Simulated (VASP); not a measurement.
Set up this calculation in VASP 6.6.1, as the native input.

* Task: single point
* Functional: r2SCAN
* Potentials or basis: VASP PAW PBE potentials, release 64 (Ba_sv, S)
* Cutoff: 550 eV
* k mesh: 6 × 6 × 6
* Occupations: gaussian, width 0.02 eV
* Spin: no spin polarisation
* Dipole correction: no
* Further INCAR settings: ALGO = Normal; EDIFF = 1e-06; NBANDS = 15

Crystal: BaS.

```
Ba S
1.0
     0.00000    3.21277    3.21277
     3.21277    0.00000    3.21277
     3.21277    3.21277    0.00000
Ba S
1 1
Cartesian
  0.0000 0.0000 0.0000
  3.2128 3.2128 3.2128
```

These files were run (other wordings do the same):

POSCAR

```
BaS
1.0
    0.0000000000      3.2127695910      3.2127695910
    3.2127695910      0.0000000000      3.2127695910
    3.2127695910      3.2127695910      0.0000000000
Ba S
1 1
Direct
    0.0000000000      0.0000000000      0.0000000000
    0.5000000000      0.5000000000      0.5000000000
```

INCAR.step1

```
SYSTEM = BaS
PREC = Accurate
ENCUT = 550
ISMEAR = 0
SIGMA = 0.02
LREAL = .False.
LASPH = .True.
NELM = 120
NBANDS = 15
GGA = PE
ALGO = Normal
EDIFF = 1E-5
LWAVE = .True.
LCHARG = .False.
GGA_COMPAT = .False.
```

INCAR.step2

```
SYSTEM = BaS
PREC = Accurate
ENCUT = 550
EDIFF = 1E-6
ISMEAR = 0
SIGMA = 0.02
LREAL = .False.
LASPH = .True.
NELM = 120
ALGO = Normal
ISIF = 2
LWAVE = .False.
LCHARG = .False.
METAGGA = R2SCAN
LMIXTAU = .True.
NBANDS = 15
ISTART = 1
GGA_COMPAT = .False.
```

KPOINTS

```
regular mesh
0
Gamma
  6 6 6
  0 0 0
```

Potentials or basis: VASP PAW PBE potentials, release 64 (Ba_sv, S).

Command:

```bash
$ cat potpaw_PBE.64/Ba_sv/POTCAR potpaw_PBE.64/S/POTCAR > POTCAR
$ cp INCAR.step1 INCAR
$ mpirun -np 1 vasp_std > vasp.out
$ cp INCAR.step2 INCAR
$ mpirun -np 1 vasp_std > vasp.out
```

It gave:

```yaml
Pressure: 0.5 GPa
Band_gap_on_the_k_mesh: 2.49 eV (least direct gap 2.64 eV)
```

Caveat: the PAW data sets were made with another functional, which shifts forces and pressure a little; spin-orbit coupling is left out, which moves the levels of the heavy elements.

It took 50 s on 1 thread of AMD EPYC 9R45 96-Core Processor (Zen 5) (shared host), peak memory 0.19 GiB.
